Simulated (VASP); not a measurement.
Write the native input for VASP 6.6.1 that does the following.

* Task: single point
* Functional: PBE
* Potentials or basis: VASP PAW PBE potentials, release 64 (Mg, Sn_d, O)
* Cutoff: 520 eV
* k mesh: 4 × 4 × 1
* Occupations: gaussian, width 0.1 eV
* Spin: no spin polarisation
* Dipole correction: no
* Further INCAR settings: LREAL = Auto; ALGO = Normal; EDIFF = 1e-06; NBANDS = 58

The structure of Mg3SnO4 lies in POSCAR:

```
Mg3SnO4
1.0
    3.1050391246      0.0005474210     -0.0006052827
    0.0005532830      3.1051288333      0.0005422998
   -0.0044963421      0.0040893723     19.1935972202
Mg Sn O
6 2 8
Direct
    0.5005181859     -0.0005327630      0.1631735471
    0.4991758406      0.0007455584      0.7294668436
    0.4998137324      0.0001495556      0.9457750997
    0.9994359847      0.5004429166      0.8368287066
    0.0008263677      0.4992826283      0.2705345128
    1.0001559190      0.4998334455      0.0542274989
    0.5015119870     -0.0008149815      0.4108395522
   -0.0010625884      0.5012817636      0.5891801954
    0.5001347243     -0.0001730832      0.0543582793
    0.5007774734     -0.0007622021      0.2731297278
    0.4989043450      0.0008039940      0.6250873449
    0.4995045828      0.0004306823      0.8373501061
    0.9998148739      0.5001198420      0.9456325060
    0.0008739687      0.4989544629      0.3749188110
    0.0004581505      0.4995408931      0.1626409591
   -0.0008435476      0.5006972873      0.7268563095
```

One way to write it, as run:

INCAR

```
SYSTEM = Mg3SnO4
  PREC = Accurate
  ENCUT = 520
  EDIFF = 1E-6
  ISMEAR = 0
  SIGMA = 0.1
  LREAL = Auto
  LASPH = .TRUE.
  NELM = 60
  ALGO = Normal
  ISIF = 2
  LWAVE = .FALSE.
  LCHARG = .TRUE.
  GGA = PE
  LELF = .TRUE.
  LVHAR = .TRUE.
  NBANDS = 58
```

KPOINTS

```
regular mesh
0
G
  4 4 1
  0 0 0
```

Potentials or basis: VASP PAW PBE potentials, release 64 (Mg, Sn_d, O).

Launch:

```bash
$ cat potpaw_PBE.64/Mg/POTCAR potpaw_PBE.64/Sn_d/POTCAR potpaw_PBE.64/O/POTCAR > POTCAR
$ mpirun -np 1 vasp_std > vasp.out
```

It gave:

```yaml
Pressure: -0.4 GPa
Largest_force: 0.042 eV/Å
Band_gap_on_the_k_mesh: 1.09 eV (least direct gap 1.65 eV)
```

Caveat: the k points lie up to 0.51 Å⁻¹ apart; spin-orbit coupling is left out, which moves the levels of the heavy elements; an odd mesh through Γ misses points on the zone boundary, where band edges can lie.

It took 90 s on 1 thread of AMD EPYC 9R45 96-Core Processor (Zen 5), on a shared host, peak memory 0.27 GiB.
